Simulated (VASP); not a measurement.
# Co (Pm-3m) in VASP: further runs, part 2 of 2

VASP 6.6.1. Earlier steps stand in the parts before.

## Step 4: Relaxation of cell and atoms, PBE, collinear spin, ferromagnetic start, target pressure 330 GPa, at which the enthalpy is minimised

This run uses another cell than the first one, of 6.76 Å³/atom.

INCAR reads:

```
ALGO     = Normal         # electronic algorithm
EDIFF    = 1E-6           # SCF threshold, eV
EDIFFG   = -0.005         # ionic threshold
ENCUT    = 600            # plane-wave cutoff, eV
GGA      = PE             # functional
IBRION   = 2              # ionic algorithm
ISIF     = 3              # what is computed and relaxed
ISMEAR   = -1             # smearing method
ISPIN    = 2              # spin polarisation
LASPH    = True           # aspherical terms in the spheres
LCHARG   = False          # write CHGCAR
LMAXMIX  = 4              # l up to which the mixer works
LORBIT   = 11             # projections on sites
LREAL    = False          # projectors in reciprocal space
LWAVE    = False          # write WAVECAR
MAGMOM   = 1.7            # initial moments
NELM     = 150            # most SCF steps
NSW      = 60             # ionic steps
PREC     = Accurate       # precision mode
PSTRESS  = 3300.0       
SIGMA    = 0.08           # smearing width, eV
```

KPOINTS reads:

```
k-points
0
Gamma
  20 20 20
```

POSCAR reads:

```
Co
1.0
    1.8908024615      0.0000000000      0.0000000000
    0.0000000000      1.8908024615      0.0000000000
    0.0000000000      0.0000000000      1.8908024615
Co
1
Direct
    0.0000000000      0.0000000000      0.0000000000
```

Run with:

```bash
cat potpaw_PBE.64/Co/POTCAR > POTCAR
mpirun -np 1 vasp_std > vasp.out
```

Wall time 41 s (1 thread of AMD EPYC 9R45 (Zen 5), shared host); peak memory 0.13 GiB.

The run converged. Its results:

| Item | Value |
| --- | --- |
| Free energy | -2.9017 eV |
| Relaxed volume | 6.91 Å³/atom |
| Relaxed cell | a = 1.905 Å, b = 1.905 Å, c = 1.905 Å, α = 90.00°, β = 90.00°, γ = 90.00° |
| Space group after relaxing (to 0.1 Å) | Pm-3m (No. 221) |
| Energy change on relaxing (the run minimises the enthalpy) | -329.6 meV/atom |
| Ionic steps | 4 |
| Pressure after relaxing | 330.0 GPa |
| Net moment | 0.00 μB per cell |

Step by step:
| step | energy change (eV) | largest force (eV/Å) | pressure (GPa) | volume (Å³) |
| --- | --- | --- | --- | --- |
| 1 | 0.0000 | 0.0000 | 360.30 | 6.76 |
| 2 | -2.0867 | 0.0000 | 166.36 | 8.09 |
| 3 | -0.3567 | 0.0000 | 327.47 | 6.93 |
| 4 | -0.3296 | 0.0000 | 330.00 | 6.91 |

Final structure:
```yaml
crystal:
  lattice:
    - [1.90497, 0.00000, 0.00000]
    - [0.00000, 1.90497, 0.00000]
    - [0.00000, 0.00000, 1.90497]
  atoms:
    - { symbol: Co, position: [0.00000, 0.00000, 0.00000] }
```

Levels at points of the mesh, in eV from the Fermi level:
Spin up:
```tsv
k point	band 3	band 4	band 5	band 6	band 7	band 8
(0.00, 0.00, 0.00)	-7.59	1.07	1.07	1.07	27.80	27.80
(0.50, 0.00, 0.00)	-2.65	-1.98	-1.98	1.35	9.50	28.91
(0.50, 0.50, 0.00)	-1.31	-1.31	2.99	8.16	8.16	16.38
(0.50, 0.50, 0.50)	-7.33	3.15	3.15	13.49	20.89	20.89
```
Spin down:
```csv
k point,band 1,band 2,band 3,band 4,band 5,band 6,band 7,band 8,band 9
"(0.00, 0.00, 0.00)",-12.10,-7.59,-7.59,1.07,1.07,1.07,27.80,27.80,27.80
"(0.50, 0.00, 0.00)",-6.44,-6.39,-2.65,-1.98,-1.98,1.35,9.50,28.91,36.46
"(0.50, 0.50, 0.00)",-9.88,-4.97,-1.31,-1.31,2.99,8.16,8.16,16.38,23.89
"(0.50, 0.50, 0.50)",-7.33,-7.33,-7.33,3.15,3.15,13.49,20.89,20.89,20.89
```

Caveat: the cell is relaxed towards a set pressure, so the run minimises the enthalpy, not the energy; atoms lie so close that the PAW spheres overlap strongly, which falsifies energies and pressures.

## Step 5: Relaxation of cell and atoms, PBE, collinear spin, ferromagnetic start, target pressure 330 GPa, at which the enthalpy is minimised

INCAR reads:

```
PREC = Accurate
ENCUT = 600
EDIFF = 1E-6
ISMEAR = -1
SIGMA = 0.08
LREAL = F
LASPH = T
NELM = 150
ALGO = Normal
ISIF = 3
LWAVE = F
LCHARG = F
ISPIN = 2
MAGMOM = 1.7
LORBIT = 11
LMAXMIX = 4
GGA = PE
IBRION = 2
NSW = 32
EDIFFG = -0.005
PSTRESS = 3300.0
```

KPOINTS reads:

```
Automatic mesh
0
Gamma
  20 20 20
```

POSCAR reads:

```
Co
1.0
    1.9116175429      0.0000000000      0.0000000000
    0.0000000000      1.9116175429      0.0000000000
    0.0000000000      0.0000000000      1.9116175429
Co
1
Direct
    0.0000000000      0.0000000000      0.0000000000
```

Run with:

```bash
cat potpaw_PBE.64/Co/POTCAR > POTCAR
mpirun -np 1 vasp_std > vasp.out
```

Run time: 48 s. Hardware: 1 thread of AMD EPYC 9R45 (Zen 5), shared host; peak memory 0.13 GiB.

It converged, with:

```
Free energy                                                : -2.9034 eV
Relaxed volume                                             : 6.91 Å³/atom
Relaxed cell                                               : a = 1.905 Å, b = 1.905 Å, c = 1.905 Å, α = 90.00°, β = 90.00°, γ = 90.00°
Space group after relaxing (to 0.1 Å)                      : Pm-3m (No. 221)
Energy change on relaxing (the run minimises the enthalpy) : +145.0 meV/atom
Ionic steps                                                : 7
Pressure after relaxing                                    : 329.9 GPa
Net moment                                                 : 0.00 μB per cell
```

Step by step:
```csv
step,energy change (eV),largest force (eV/Å),pressure (GPa),volume (Å³)
1,0.0000,0.0000,316.61,6.99
2,1.3432,0.0000,440.37,6.41
3,0.1398,0.0000,329.47,6.92
4,0.1453,0.0000,330.12,6.91
5,0.1362,0.0000,329.09,6.92
6,0.1447,0.0000,329.83,6.91
7,0.1450,0.0000,329.94,6.91
```

Final structure:
```
Co
1.0
     1.90504    0.00000    0.00000
     0.00000    1.90504    0.00000
     0.00000    0.00000    1.90504
Co
1
Cartesian
  0.0000 0.0000 0.0000
```

Levels at points of the mesh, in eV from the Fermi level:
Spin up:
```csv
k point,band 2,band 3,band 4,band 5,band 6,band 7,band 8,band 9
"(0.00, 0.00, 0.00)",-7.59,-7.59,1.07,1.07,1.07,27.80,27.80,27.80
"(0.50, 0.00, 0.00)",-6.39,-2.65,-1.98,-1.98,1.35,9.49,28.91,36.46
"(0.50, 0.50, 0.00)",-4.97,-1.31,-1.31,2.98,8.16,8.16,16.38,23.89
"(0.50, 0.50, 0.50)",-7.32,-7.32,3.15,3.15,13.49,20.89,20.89,20.89
```
Spin down:
```tsv
k point	band 2	band 3	band 4	band 5	band 6	band 7	band 8	band 9
(0.00, 0.00, 0.00)	-7.59	-7.59	1.07	1.07	1.07	27.80	27.80	27.80
(0.50, 0.00, 0.00)	-6.39	-2.65	-1.98	-1.98	1.35	9.49	28.91	36.46
(0.50, 0.50, 0.00)	-4.97	-1.31	-1.31	2.98	8.16	8.16	16.38	23.89
(0.50, 0.50, 0.50)	-7.32	-7.32	3.15	3.15	13.49	20.89	20.89	20.89
```

Caveat: the cell is relaxed towards a set pressure, so the run minimises the enthalpy, not the energy; atoms lie so close that the PAW spheres overlap strongly, which falsifies energies and pressures.
